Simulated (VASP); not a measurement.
# Nb2SiO3: single point with PBE

Crystal: Nb2SiO3.

```
Nb Si O
1.0
     4.19336    0.00000    0.00000
    -2.09668    3.63156    0.00000
     0.00000    0.00000    7.20609
Nb Si O
2 1 3
Cartesian
  0.0000 0.0000 2.4829
  0.0000 0.0000 4.7232
  0.0000 0.0000 0.0000
  2.0967 0.0000 3.6030
  -1.0483 1.8158 3.6030
  1.0483 1.8158 3.6030
```

The cell was generated, and may not be a known phase.

* Program: VASP 6.6.1
* Task: single point
* Functional: PBE
* Potentials or basis: VASP PAW PBE potentials, release 64 (Nb_sv, Si, O)
* Cutoff: 520 eV
* k mesh: 4 × 4 × 2
* Occupations: gaussian, width 0.15 eV
* Spin: no spin polarisation
* Dipole correction: no
* Further INCAR settings: ALGO = Normal; EDIFF = 1e-07; NBANDS = 33

The pressure is -0.1 GPa. The band gap on the k mesh is zero (bands 24 and 25 overlap by 1.00 eV).

Levels at points of the mesh, in eV from the Fermi level:
| k point | band 22 | band 23 | band 24 | band 25 | band 26 | band 27 |
| --- | --- | --- | --- | --- | --- | --- |
| (0.00, 0.00, 0.00) | -0.33 | -0.33 | 0.26 | 0.26 | 1.08 | 1.08 |
| (0.50, 0.00, 0.00) | -1.08 | -1.06 | -0.39 | 0.44 | 0.48 | 0.51 |
| (0.00, 0.00, 0.50) | 0.03 | 0.03 | 0.29 | 0.29 | 0.48 | 0.48 |
| (0.50, 0.00, 0.50) | -1.99 | -1.93 | -0.02 | 0.30 | 0.39 | 0.48 |

Wall time 20 s on 1 thread of Intel(R) Xeon(R) 6975P-C (Granite Rapids), with other jobs on the host, peak memory 0.23 GiB.

Caveat: the k points lie up to 0.44 Å⁻¹ apart, too coarse for converged energies and pressures of a metal.
